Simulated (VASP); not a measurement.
# SiC (I-4m2) in VASP: further runs, part 2 of 2

VASP 6.6.1. The steps go on from the part before.

## (3) Single point, PBEsol (strained cell)

Contents of INCAR:

```
SYSTEM = SiC
PREC = Accurate
ENCUT = 600
EDIFF = 1E-6
ISMEAR = 0
SIGMA = 0.02
LREAL = .False.
LASPH = .True.
NELM = 120
ALGO = Normal
ISIF = 2
LWAVE = .False.
LCHARG = .False.
GGA = PS
NBANDS = 11
GGA_COMPAT = .False.
```

Contents of KPOINTS:

```
Automatic mesh
0
Gamma
  10 10 10
  0 0 0
```

Contents of POSCAR:

```
SiC
1.0
    0.0000000000      2.1851360485      2.1566458813
    2.1851360485      0.0000000000      2.1566458813
    2.1851360485      2.1851360485      0.0000000000
Si C
1 1
Direct
    0.0000000000      0.0000000000      0.0000000000
    0.2500000000      0.2500000000      0.2500000000
```

Potentials or basis: VASP PAW PBE potentials, release 64 (Si, C).

Launch:

```console
$ cat potpaw_PBE.64/Si/POTCAR potpaw_PBE.64/C/POTCAR > POTCAR
$ mpirun -np 1 vasp_std > vasp.out
```

OUTCAR:

```text
SYSTEM = SiC
   PREC = Accurate
   ENCUT = 600
   EDIFF = 1E-6
   ISMEAR = 0
   LREAL = .False.
   LASPH = .True.
   NELM = 120
   ISIF = 2
   GGA = PS

 ion  position               nearest neighbor table
   1  0.000  0.000  0.000-   2 1.88   2 1.88   2 1.88   2 1.88
   2  0.250  0.250  0.250-   1 1.88   1 1.88   1 1.88   1 1.88

  LATTYP: Found a body centered tetragonal cell.
 ALAT       =     3.0902490354
 C/A-ratio  =     1.3957748108

  Lattice vectors:

 A1 = (   0.0000000000,  -2.1851360485,  -2.1566458813)
 A2 = (   0.0000000000,   2.1851360485,  -2.1566458813)
 A3 = (   2.1851360485,   0.0000000000,   2.1566458813)

Analysis of symmetry for initial positions (statically):
=====================================================================
 Subroutine PRICEL returns:
 Original cell was already a primitive cell.

 Routine SETGRP: Setting up the symmetry group for a
 body centered tetragonal supercell.

 Subroutine GETGRP returns: Found  8 space group operations
 (whereof  8 operations were pure point group operations)
 out of a pool of 16 trial point group operations.

The static configuration has the point symmetry D_2d.
[... 172 lines left out ...]
      2       8.0803      2.00000
      3       8.0803      2.00000
      4       8.1674      2.00000
      5      14.3493      0.00000
      6      15.3622      0.00000
      7      15.3964      0.00000
      8      15.3964      0.00000
      9      22.3929      0.00000
     10      22.7855      0.00000
     11      24.4451      0.00000
[... 309 lines left out ...]
 k-point    24 :       0.4000    0.3000    0.0000
  band No.  band energies     occupation
      1      -4.1335      2.00000
      2       2.5827      2.00000
      3       4.8817      2.00000
      4       5.3706      2.00000
      5      10.8188      0.00000
      6      13.5081      0.00000
      7      19.7341      0.00000
      8      19.9667      0.00000
      9      21.9333      0.00000
     10      26.0907      0.00000
     11      29.3956      0.00000

 [... further k-points ...]

------------------------ aborting loop because EDIFF is reached ----------------------------------------

  FORCE on cell =-STRESS in cart. coord.  units (eV):
  Direction    XX          YY          ZZ          XY          YZ          ZX
  --------------------------------------------------------------------------------------
  -------------------------------------------------------------------------------------
  Total        0.0006293      0.0006293      0.4144026      0.0000000      0.0000000     -0.0000000
  in kB        0.0489551      0.0489551     32.2379414      0.0000000      0.0000000     -0.0000000
  external PRESSURE =      10.7786172 kB  Pullay stress =       0.0000000 kB

 VOLUME and BASIS-vectors are now :
 -----------------------------------------------------------------------------
  energy-cutoff  :      600.00
  volume of cell :       20.60
      direct lattice vectors                 reciprocal lattice vectors
     0.000000000  2.185136048  2.156645881    -0.228818705  0.228818705  0.231841493
     2.185136048  0.000000000  2.156645881     0.228818705 -0.228818705  0.231841493
     2.185136048  2.185136048  0.000000000     0.228818705  0.228818705 -0.231841493

 POSITION                                       TOTAL-FORCE (eV/Angst)
 -----------------------------------------------------------------------------------
      0.00000      0.00000      0.00000         0.000000      0.000000      0.000000
      1.09257      1.09257      1.07832        -0.000000     -0.000000     -0.000000
 -----------------------------------------------------------------------------------
    total drift:                               -0.000000     -0.000000     -0.000000

  FREE ENERGIE OF THE ION-ELECTRON SYSTEM (eV)
  ---------------------------------------------------
  free  energy   TOTEN  =       -15.9138527822 eV

  energy  without entropy=      -15.9138527822  energy(sigma->0) =      -15.91385278
```

OSZICAR:

```text
N       E                     dE             d eps       ncg     rms          rms(c)
DAV:   1     0.472384203704E+01    0.47238E+01   -0.43492E+03  2340   0.698E+02
DAV:   2    -0.170403819810E+02   -0.21764E+02   -0.20570E+02  2900   0.117E+02
DAV:   3    -0.177210081275E+02   -0.68063E+00   -0.67913E+00  2753   0.170E+01
DAV:   4    -0.177236468702E+02   -0.26387E-02   -0.26386E-02  2577   0.135E+00
DAV:   5    -0.177236585080E+02   -0.11638E-04   -0.11638E-04  2788   0.833E-02    0.878E+00
DAV:   6    -0.159948729538E+02    0.17288E+01   -0.60486E+00  2520   0.109E+01    0.394E+00
DAV:   7    -0.159285309665E+02    0.66342E-01   -0.37807E-01  2684   0.346E+00    0.176E+00
DAV:   8    -0.159140319509E+02    0.14499E-01   -0.21125E-02  2559   0.928E-01    0.164E-01
DAV:   9    -0.159138077742E+02    0.22418E-03   -0.17323E-03  2813   0.221E-01    0.110E-01
DAV:  10    -0.159138523522E+02   -0.44578E-04   -0.12372E-04  2562   0.704E-02    0.255E-02
DAV:  11    -0.159138525092E+02   -0.15702E-06   -0.12161E-05  2727   0.193E-02    0.586E-03
DAV:  12    -0.159138527822E+02   -0.27292E-06   -0.68787E-07  1530   0.518E-03
   1 F= -.15913853E+02 E0= -.15913853E+02  d E =-.133273E-44
```

stdout:

```text
POSCAR found type information on POSCAR SiC
 POSCAR found :  2 types and       2 ions
 scaLAPACK will be used
 -----------------------------------------------------------------------------
|                                                                             |
|                                                                             |
|     You enforced a specific xc type in the INCAR file but a different       |
|     I HOPE YOU KNOW WHAT YOU ARE DOING!                                     |
|                                                                             |
 -----------------------------------------------------------------------------

 LDA part: xc-table for (Slater+PW92), standard interpolation
 POSCAR, INCAR and KPOINTS ok, starting setup
 FFT: planning ... GRIDC
 FFT: planning ... GRID_SOFT
 FFT: planning ... GRID
 WAVECAR not read
 entering main loop
```

Run time: 56 s. Hardware: 1 thread of Intel Xeon 8259CL, shared host; peak memory 0.17 GiB.

Results:

```yaml
Free_energy: -15.9139 eV
Pressure: 1.1 GPa
Band_gap_on_the_k_mesh: 1.09 eV (least direct gap 4.43 eV)
```

Stress tensor (GPa, compression positive):
```
0.00 0.00 0.00
0.00 0.00 0.00
0.00 0.00 3.22
```

Caveat: the cell differs from its parent crystal (strained cell); the PAW data sets were made with another functional, which shifts forces and pressure a little.

## (4) Single point, PBEsol (strained cell)

Contents of INCAR:

```
SYSTEM = SiC
ALGO = Normal
EDIFF = 1E-6
ENCUT = 600
GGA = PS
GGA_COMPAT = .False.
ISIF = 2
ISMEAR = 0
LASPH = .True.
LCHARG = .False.
LREAL = .False.
LWAVE = .False.
NBANDS = 11
NELM = 120
PREC = Accurate
SIGMA = 0.02
```

Contents of KPOINTS:

```
k-points
0
Gamma
  10 10 10
  0 0 0
```

Contents of POSCAR:

```
SiC
1.0
    0.0000000000      2.1842326346      2.1566458813
    2.1842326346      0.0000000000      2.1566458813
    2.1842326346      2.1842326346      0.0000000000
Si C
1 1
Direct
    0.0000000000      0.0000000000      0.0000000000
    0.2500000000      0.2500000000      0.2500000000
```

Launch:

```console
$ cat potpaw_PBE.64/Si/POTCAR potpaw_PBE.64/C/POTCAR > POTCAR
$ mpirun -np 1 vasp_std > vasp.out
```

Run time: 59 s. Hardware: 1 thread of Intel Xeon 8259CL, shared host; peak memory 0.17 GiB.

Results (log left out):

- Free energy: -15.9138 eV
- Pressure: 1.3 GPa
- Band gap on the k mesh: 1.10 eV (least direct gap 4.43 eV)

Stress tensor (GPa, compression positive):
```
0.23 0.00 0.00
0.00 0.23 0.00
0.00 0.00 3.35
```

Levels at points of the mesh, in eV from the valence-band top:
| k point | band 2 | band 3 | band 4 | band 5 | band 6 | band 7 |
| --- | --- | --- | --- | --- | --- | --- |
| (0.00, 0.00, 0.00) | -0.08 | -0.08 | 0.00 | 6.19 | 7.20 | 7.24 |
| (0.50, 0.00, 0.00) | -8.69 | -1.19 | -1.04 | 5.35 | 7.01 | 7.22 |
| (0.50, 0.50, 0.00) | -7.80 | -3.37 | -3.37 | 1.10 | 4.01 | 13.92 |
| (0.50, 0.00, 0.50) | -7.96 | -3.24 | -3.22 | 1.21 | 4.24 | 13.78 |

Caveat: the cell differs from its parent crystal (strained cell); the PAW data sets were made with another functional, which shifts forces and pressure a little.

## (5) Single point, PBEsol

Contents of INCAR:

```
SYSTEM = SiC
ALGO = Normal ; EDIFF = 1E-6
ENCUT = 600 ; GGA = PS
GGA_COMPAT = .False. ; ISIF = 2
ISMEAR = 0 ; LASPH = .True.
LCHARG = .False. ; LREAL = .False.
LWAVE = .False. ; NBANDS = 11
NELM = 120 ; PREC = Accurate
SIGMA = 0.01
```

KPOINTS is that of step 4.

POSCAR is that of step 4.

Launch:

```console
$ cat potpaw_PBE.64/Si/POTCAR potpaw_PBE.64/C/POTCAR > POTCAR
$ mpirun -np 1 vasp_std > vasp.out
```

Run time: 59 s. Hardware: 1 thread of Intel Xeon 8259CL, shared host; peak memory 0.17 GiB.

It converged, with:

```yaml
Free_energy: -15.9138 eV
Pressure: 1.3 GPa
Band_gap_on_the_k_mesh: 1.10 eV (least direct gap 4.43 eV)
```

Stress tensor (GPa, compression positive):
```
0.23 0.00 0.00
0.00 0.23 0.00
0.00 0.00 3.35
```

Levels at points of the mesh, in eV from the valence-band top:
| k point | band 1 | band 2 | band 3 | band 4 | band 5 | band 6 | band 7 | band 8 |
| --- | --- | --- | --- | --- | --- | --- | --- | --- |
| (0.00, 0.00, 0.00) | -15.52 | -0.08 | -0.08 | 0.00 | 6.19 | 7.20 | 7.24 | 7.24 |
| (0.50, 0.00, 0.00) | -11.90 | -8.69 | -1.19 | -1.04 | 5.35 | 7.01 | 7.22 | 9.89 |
| (0.50, 0.50, 0.00) | -10.36 | -7.80 | -3.37 | -3.37 | 1.10 | 4.01 | 13.92 | 13.92 |
| (0.50, 0.00, 0.50) | -10.46 | -7.96 | -3.24 | -3.22 | 1.21 | 4.24 | 13.78 | 14.18 |

Caveat: the PAW data sets were made with another functional, which shifts forces and pressure a little. A k mesh can miss the band edges.

## (6) Summary

| cell | smearing | gap on the mesh (eV) | pressure (GPa) |
| --- | --- | --- | --- |
| a = 3.069, b = 3.069, c = 3.088 Å, angles 59.8, 59.8, 60.4°, 2 atoms | gaussian 0.02 eV | 1.10 | 1.3 |
| a = 3.070, b = 3.070, c = 3.090 Å, angles 59.8, 59.8, 60.4°, 2 atoms | gaussian 0.02 eV | 1.09 | 1.1 |
| a = 3.070, b = 3.070, c = 3.089 Å, angles 59.8, 59.8, 60.4°, 2 atoms | gaussian 0.02 eV | 1.10 | 1.3 |
| a = 3.070, b = 3.070, c = 3.089 Å, angles 59.8, 59.8, 60.4°, 2 atoms | gaussian 0.01 eV | 1.10 | 1.3 |

Alike in all rows: task single point; level PBEsol; potentials or basis VASP PAW PBE potentials, release 64 (Si, C); no spin polarisation; k mesh 10 × 10 × 10; cutoff (eV) 600.

Caveats: the PAW data sets were made with another functional, which shifts forces and pressure a little.

Total energies depend on the potentials used, so only differences within one code and one set of settings carry meaning.
